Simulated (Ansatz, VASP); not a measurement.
## One calculation of MgO, two programs

File INCAR:

```
PREC = Accurate
ENCUT = 600
EDIFF = 1E-6
ISMEAR = 0
SIGMA = 0.01
LREAL = False
LASPH = True
NELM = 120
ALGO = Normal
ISIF = 2
LWAVE = False
LCHARG = True
GGA = PE
LELF = True
LVHAR = True
NBANDS = 16
GGA_COMPAT = False
```

KPOINTS

```
Automatic mesh
0
Gamma
  6 6 4
```

File POSCAR:

```
MgO
1.0
    3.4840796084      0.0000000000      0.0000000000
   -1.7420398042      3.0173014497      0.0000000000
    0.0000000000      0.0000000000      4.1853171300
Mg O
2 2
Direct
    0.6666666667      0.3333333333      0.7500000000
    0.3333333333      0.6666666667      0.2500000000
    0.6666666667      0.3333333333      0.2500000000
    0.3333333333      0.6666666667      0.7500000000
```

Input for Ansatz:

```yaml
crystal:
  lattice:
    - [3.4840796084, 0.0, 0.0]
    - [-1.7420398042, 3.0173014497, 0.0]
    - [0.0, 0.0, 4.18531713]
  atoms:
    - { symbol: Mg, position: [0.6666666667, 0.3333333333, 0.75] }
    - { symbol: Mg, position: [0.3333333333, 0.6666666667, 0.25] }
    - { symbol: O, position: [0.6666666667, 0.3333333333, 0.25] }
    - { symbol: O, position: [0.3333333333, 0.6666666667, 0.75] }
kpoints:
  mp_grid: { grid: [6, 6, 4] }
hamiltonian:
  xc: pbe
scf:
  occupations: { method: fixed }
  n_extra_bands: 5
output:
  forces: true
  stress: true
  eigenvalues: true
```

Alike in both runs: task single point; functional PBE; k mesh 6 × 6 × 4; no spin polarisation.

```csv
,VASP,Ansatz
version,VASP 6.6.1,Ansatz 0.2.0
potentials or method,"VASP PAW PBE potentials, release 64 (Mg, O)","plane waves, PAW"
plane-wave cutoff (eV),600,420
occupations,"gaussian, width 0.01 eV",fixed
valence electrons in the cell,16,32
```

Ansatz gave:

| Property | Result |
| --- | --- |
| gap on the k mesh at the Fermi level (eV) | 3.45 |
| pressure (GPa) | 4.5 |
| traceless stress, the component that is largest in VASP (GPa) | 0.42 |

Q: Which values does VASP return?

A: gap on the k mesh at the Fermi level (eV): 3.44; pressure (GPa): 3.8; traceless stress, the component that is largest in VASP (GPa): 0.31.

VASP's potentials hold 16 valence electrons a cell and Ansatz's 32, so a difference there can come from the potentials and not from the codes.
